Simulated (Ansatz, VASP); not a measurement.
## Re: VASP beside Ansatz

```
CELL_PARAMETERS angstrom
2.73755 0.00000 0.00000
-1.36877 2.37079 0.00000
0.00000 0.00000 4.41681
ATOMIC_POSITIONS crystal
Re 0.33333 0.66667 0.25000
Re 0.66667 0.33333 0.75000
```

Alike in both runs: functional LDA; k mesh 18 × 18 × 10; occupations gaussian, width 0.1 eV; no spin polarisation.

Ansatz relaxed the structure, and its values are those at the end. VASP's run is a single point on that final structure, the one shown.

```csv
,VASP,Ansatz
version,VASP 6.6.1,Ansatz 0.2.0
potentials or method,"VASP PAW LDA potentials, release 64 (Re), cutoff 600 eV","scalar-relativistic, plane waves, PAW"
valence electrons in the cell,14,30
```

|  | VASP | Ansatz | Ansatz less VASP |
| --- | --- | --- | --- |
| gap on the k mesh at the Fermi level (eV) | none | none | - |
| pressure (GPa) | 1.6 | 0.0 | -1.61 |

Ansatz warns that its potentials were made for another functional, while VASP's fit it. LDA's correlation is that of Perdew and Zunger in VASP and of Perdew and Wang (1992) in Ansatz. A gap of «none» marks a metal or a gap that the smearing closes. VASP's potentials hold 14 valence electrons a cell and Ansatz's 30, so a difference there can come from the potentials and not from the codes.

Neither program's run includes spin-orbit coupling.
